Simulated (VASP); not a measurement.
A run of VASP 6.6.1:

Contents of INCAR:

```
SYSTEM = NaI
ALGO = Normal
EDIFF = 1E-8
ENCUT = 520
GGA = PE
ISIF = 2
ISMEAR = -1
LASPH = .TRUE.
LCHARG = .FALSE.
LEFG = .TRUE.
LREAL = .FALSE.
LWAVE = .FALSE.
NBANDS = 14
NELM = 100
PREC = Accurate
SIGMA = 0.01
```

File KPOINTS:

```
k-points
0
G
  7 7 7
  0 0 0
```

File POSCAR:

```
NaI
1.0
    0.0000000000      3.2146785402      3.2146785402
    3.2146785402      0.0000000000      3.2146785402
    3.2146785402      3.2146785402      0.0000000000
Na I
1 1
Direct
    0.0000000000      0.0000000000      0.0000000000
    0.5000000000      0.5000000000      0.5000000000
```

Potentials or basis: VASP PAW PBE potentials, release 64 (Na_pv, I).

The run is started by

```sh
$ cat potpaw_PBE.64/Na_pv/POTCAR potpaw_PBE.64/I/POTCAR > POTCAR
$ mpirun -np 1 vasp_std > vasp.out
```

Hardware: 1 thread of Intel Xeon 8259CL, on a shared host.

**Question.** Estimate the wall time of this run.

**Answer.** Wall time 27 s on 1 thread of Intel Xeon 8259CL (shared host), peak memory 0.21 GiB. Counts: scf iterations 14, k points 20.
